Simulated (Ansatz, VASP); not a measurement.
## KI: VASP beside Ansatz

```xyz
2
Lattice="0.0000 3.3656 3.4109 3.3656 0.0000 3.4109 3.3656 3.3656 0.0000" Properties=species:S:1:pos:R:3 pbc="T T T"
K     0.0000    0.0000   -0.0988
I     3.3656    3.3656    3.4414
```

Change from the starting cell: mode 6 frozen in at -0.099 Å, equal normal strain along x and y -0.0133.

Alike in both runs: task single point; functional LDA; k mesh 6 × 6 × 6; occupations gaussian, width 0.05 eV; no spin polarisation.

|  | VASP | Ansatz |
| --- | --- | --- |
| version | VASP 6.6.1 | Ansatz 0.2.0 |
| potentials or method | VASP PAW LDA potentials, release 64 (K_sv, I), cutoff 520 eV | scalar-relativistic, plane waves, PAW |
| valence electrons in the cell | 16 | 26 |

```csv
,VASP,Ansatz,Ansatz less VASP
gap on the k mesh at the Fermi level (eV),3.95,3.94,-0.009
least direct gap on the mesh (eV),3.95,3.94,-0.009
pressure (GPa),0.6,0.5,-0.06
"traceless stress, the component that is largest in VASP (GPa)",-0.11,-0.10,+0.003
rms of the force components (eV/Å),0.111,0.109,-0.0021
```

LDA's correlation is that of Perdew and Zunger in VASP and of Perdew and Wang (1992) in Ansatz. Atom by atom the forces differ by 0.002 eV/Å (rms over components). VASP's potentials hold 16 valence electrons a cell and Ansatz's 26, so a difference there can come from the potentials and not from the codes.

Spin-orbit coupling is off throughout.
